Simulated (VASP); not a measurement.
Set up this calculation in VASP 6.6.1, as the native input.

| Item | Value |
| --- | --- |
| Task | single point |
| Functional | HF |
| Potentials or basis | VASP PAW PBE potentials, release 64 (Cd, S) |
| Cutoff | 520 eV |
| k mesh | 6 × 6 × 6 |
| Occupations | gaussian, width 0.01 eV |
| Spin | no spin polarisation |
| Dipole correction | no |
| Grid for exact exchange (PRECFOCK) | Normal |
| Further INCAR settings | ALGO = Normal; EDIFF = 1e-06; NBANDS = 16 |
| Share of exact exchange | 1 |

The system is CdS.

```xyz
2
Lattice="0.0000 2.7268 2.7268 2.7268 0.0000 2.7268 2.7268 2.7268 0.0000" Properties=species:S:1:pos:R:3 pbc="T T T"
Cd    0.0000    0.0000    0.0000
S     2.7268    2.7268    2.7268
```

The input as run:

POSCAR

```
CdS
1.0
    0.0000000000      2.7267765870      2.7267765870
    2.7267765870      0.0000000000      2.7267765870
    2.7267765870      2.7267765870      0.0000000000
Cd S
1 1
Direct
    0.0000000000      0.0000000000      0.0000000000
    0.5000000000      0.5000000000      0.5000000000
```

INCAR.step1

```
  PREC = Accurate
  ENCUT = 520
  EDIFF = 1E-5
  ISMEAR = 0
  SIGMA = 0.01
  LREAL = False
  LASPH = True
  NELM = 100
  ALGO = Normal
  ISIF = 2
  LWAVE = True
  GGA = PE
  NBANDS = 16
```

INCAR.step2

```
  PREC = Accurate
  ENCUT = 520
  EDIFF = 1E-6
  ISMEAR = 0
  SIGMA = 0.01
  LREAL = False
  LASPH = True
  NELM = 100
  ALGO = Normal
  ISIF = 2
  LWAVE = False
  LCHARG = True
  GGA = PE
  LHFCALC = True
  AEXX = 1.0
  ALDAC = 0.0
  AGGAC = 0.0
  PRECFOCK = Normal
  LELF = True
  LVHAR = True
  ISTART = 1
  NBANDS = 16
```

KPOINTS

```
Automatic mesh
0
Gamma
  6 6 6
```

Potentials or basis: VASP PAW PBE potentials, release 64 (Cd, S).

Launch:

```sh
$ cat potpaw_PBE.64/Cd/POTCAR potpaw_PBE.64/S/POTCAR > POTCAR
$ cp INCAR.step1 INCAR
$ mpirun -np 1 vasp_std > vasp.out
$ cp INCAR.step2 INCAR
$ mpirun -np 1 vasp_std > vasp.out
```

It gave:

| Property | Result |
| --- | --- |
| Pressure | 7.6 GPa |
| Band gap on the k mesh | 7.77 eV (least direct gap 9.51 eV) |

Caveat: the cell stands under pressure; the structure was generated, so it needn't be the stable form of CdS; the PAW data sets were made with another functional, which shifts forces and pressure a little.

It took 99 min on 1 thread of Intel Xeon 8259CL, on a shared host, peak memory 0.19 GiB.
